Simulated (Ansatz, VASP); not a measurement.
## Two plane-wave programs on TiN

```
Ti N
1.0
     5.94765    0.00000    0.00000
     0.00000    5.94765    0.00000
     0.00000    0.00000   24.26112
Ti N
12 12
Direct
  0.25000 0.25000 0.32975
  0.25000 0.75000 0.32975
  0.75000 0.25000 0.32975
  0.75000 0.75000 0.32975
  0.49985 0.49683 0.41393
  0.49988 0.00587 0.41463
  0.99985 0.49409 0.41521
  0.99983 0.00580 0.41460
  0.75883 0.75867 0.49460
  0.75451 0.24256 0.50133
  0.24056 0.75886 0.49458
  0.24533 0.24278 0.50121
  0.50000 0.50000 0.32975
  0.50000 0.00000 0.32975
  0.00000 0.50000 0.32975
  0.00000 0.00000 0.32975
  0.75032 0.75077 0.41294
  0.75004 0.25103 0.41412
  0.24942 0.75077 0.41293
  0.24972 0.25103 0.41410
  0.99970 0.99996 0.50390
  0.99979 0.50379 0.50356
  0.50000 0.99605 0.50028
  0.49969 0.51104 0.50778
```

Alike in both runs: task single point; functional PBE; dispersion D3(BJ); k mesh 3 × 3 × 1; occupations gaussian, width 0.1 eV; no spin polarisation.

|  | VASP | Ansatz |
| --- | --- | --- |
| version | VASP 6.6.1 | Ansatz 0.2.0 |
| potentials or method | VASP PAW PBE potentials, release 64 (Ti_sv, N), cutoff 520 eV | scalar-relativistic, plane waves, PAW |
| valence electrons in the cell | 204 | 204 |

VASP gave:

```
gap on the k mesh at the Fermi level (eV) : 0.02
least direct gap on the mesh (eV)         : 0.12
rms of the force components (eV/Å)        : 0.718
```

Problem. What did Ansatz give for the same quantities?

Solution. gap on the k mesh at the Fermi level (eV): 0.02; least direct gap on the mesh (eV): 0.12; rms of the force components (eV/Å): 0.716.
